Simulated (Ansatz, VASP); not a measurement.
## Two plane-wave programs on HfIn4SiO6

```
CELL_PARAMETERS angstrom
2.71585 -4.70357 0.00833
2.71585 4.70357 0.00833
-1.87915 0.00000 7.40127
ATOMIC_POSITIONS crystal
Hf 0.78835 0.21165 0.00000
In 0.62175 0.37825 0.50000
In 0.45502 0.54498 0.00000
In 0.28407 0.71593 0.50000
In 0.95814 0.04186 0.50000
Si 0.12168 0.87832 0.00000
O 0.06219 0.11415 0.86666
O 0.88585 0.93781 0.13334
O 0.79490 0.53784 0.86663
O 0.46216 0.20510 0.13337
O 0.15352 0.62879 0.13333
O 0.37121 0.84648 0.86667
```

Alike in both runs: task relaxation of cell and atoms; functional PBEsol; dispersion D3(BJ); k mesh 4 × 4 × 3; occupations fermi-dirac, width 0.05 eV; no spin polarisation.

```csv
,VASP,Ansatz
version,VASP 6.6.1,Ansatz 0.2.0
potentials or method,"VASP PAW PBE potentials, release 64 (Hf_pv, In_d, Si, O)",Ansatz PAW
plane-wave cutoff (eV),600,420
valence electrons in the cell,102,118
```

|  | VASP | Ansatz | Ansatz less VASP |
| --- | --- | --- | --- |
| gap on the k mesh at the Fermi level, each at its own relaxed structure (eV) | none | none | - |
| relaxed volume (Å³/atom) | 14.55 | 14.60 | +0.044 |
| relaxed length of the cell vector where the two differ most in proportion (Å) | 7.333 | 7.342 | +0.0095 |

VASP's potentials were made for PBE, not for PBEsol. A gap of «none» marks a metal or a gap that the smearing closes. VASP's potentials hold 102 valence electrons a cell and Ansatz's 118, so a difference there can come from the potentials and not from the codes.

Neither program's run includes spin-orbit coupling. Noted on Ansatz's run: the plane-wave basis is chosen anew once the cell has moved, so the energies of steps on either side of that aren't comparable.
